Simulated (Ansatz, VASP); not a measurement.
## One calculation of Be3Te4, two programs

```
CELL_PARAMETERS angstrom
7.09741 0.00000 0.00000
-3.54871 6.14654 0.00000
0.00000 0.00000 6.26586
ATOMIC_POSITIONS crystal
Be 0.33333 0.66667 0.16772
Be 0.33333 0.66667 0.83228
Be 0.33333 0.66667 0.50000
Te 0.00000 0.00000 0.00000
Te 0.50608 0.49392 0.00000
Te 0.50608 0.01217 0.00000
Te 0.98783 0.49392 0.00000
```

Alike in both runs: functional PBE; k mesh 3 × 3 × 3; occupations gaussian, width 0.2 eV; no spin polarisation.

Ansatz relaxed the structure, and its values are those at the end. VASP's run is a single point on that final structure, the one shown.

```csv
,VASP,Ansatz
version,VASP 6.6.1,Ansatz 0.2.0
potentials or method,"VASP PAW PBE potentials, release 64 (Be, Te), cutoff 600 eV","scalar-relativistic, plane waves, PAW"
valence electrons in the cell,30,70
```

```csv
,VASP,Ansatz,Ansatz less VASP
gap on the k mesh at the Fermi level (eV),none,none,-
pressure (GPa),0.0,0.0,-0.03
rms of the force components (eV/Å),0.013,0.004,-0.0095
```

A gap of «none» marks a metal or a gap that the smearing closes. The functional is the same, so the differences come from potentials, cutoffs and numerics. VASP's potentials hold 30 valence electrons a cell and Ansatz's 70, so a difference there can come from the potentials and not from the codes.

Neither program's run includes spin-orbit coupling.
